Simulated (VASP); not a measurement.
Si3SnO8:

```
Sn Si O
1.0
     3.14537   -3.04781    0.00000
     3.14537    3.04781    0.00000
     0.00000    0.00000    5.69679
Sn Si O
1 3 8
Direct
  0.50000 0.50000 0.00000
  0.00000 0.00000 0.73858
  0.50000 0.50000 0.50000
  0.00000 0.00000 0.26142
  0.17426 0.17426 0.00000
  0.82574 0.82574 0.00000
  0.70351 0.29649 0.72233
  0.29649 0.70351 0.72233
  0.19287 0.19287 0.50000
  0.80713 0.80713 0.50000
  0.70351 0.29649 0.27767
  0.29649 0.70351 0.27767
```

```yaml
Program: VASP 6.6.1
Task: relaxation of cell and atoms
Functional: PBEsol
Potentials_or_basis: VASP PAW PBE potentials, release 64 (Sn_d, Si, O)
Cutoff: 600 eV
k_mesh: 6 × 6 × 4
Occupations: fermi-dirac, width 0.02 eV
Spin: no spin polarisation
```

At the start: pressure -6.1 GPa; volume 9.10 Å³/atom.

Q: Where does the relaxation end?

A: Over 10 steps the energy falls by 4.5 meV/atom and the volume is 8.87 Å³/atom (-2.5 %); space group Cmmm (No. 65, to 0.1 Å) before and after.

The path:
```csv
step,energy change (eV),largest force (eV/Å),pressure (GPa),volume (Å³)
1,0.0000,0.0340,-6.12,109.22
2,0.0258,0.4017,8.29,103.82
3,-0.0483,0.1734,-0.04,106.76
4,-0.0539,0.0777,0.00,106.51
5,-0.0540,0.0751,0.02,106.47
6,-0.0543,0.0667,0.00,106.44
7,-0.0546,0.0123,0.00,106.45
8,-0.0546,0.0095,0.00,106.45
9,-0.0546,0.0057,0.00,106.45
10,-0.0546,0.0018,0.00,106.45
```

Final structure:
```yaml
crystal:
  lattice:
    - [3.10914, -3.01826, 0.00000]
    - [3.10914, 3.01826, 0.00000]
    - [0.00000, 0.00000, 5.67176]
  atoms:
    - { symbol: Sn, position: [0.50000, 0.50000, 0.00000] }
    - { symbol: Si, position: [0.00000, 0.00000, 0.73878] }
    - { symbol: Si, position: [0.50000, 0.50000, 0.50000] }
    - { symbol: Si, position: [0.00000, 0.00000, 0.26122] }
    - { symbol: O, position: [0.17469, 0.17469, 0.00000] }
    - { symbol: O, position: [0.82531, 0.82531, 0.00000] }
    - { symbol: O, position: [0.70444, 0.29556, 0.72256] }
    - { symbol: O, position: [0.29556, 0.70444, 0.72256] }
    - { symbol: O, position: [0.19461, 0.19461, 0.50000] }
    - { symbol: O, position: [0.80539, 0.80539, 0.50000] }
    - { symbol: O, position: [0.70444, 0.29556, 0.27744] }
    - { symbol: O, position: [0.29556, 0.70444, 0.27744] }
```

Caveat: the PAW data sets were made with another functional, which shifts forces and pressure a little.
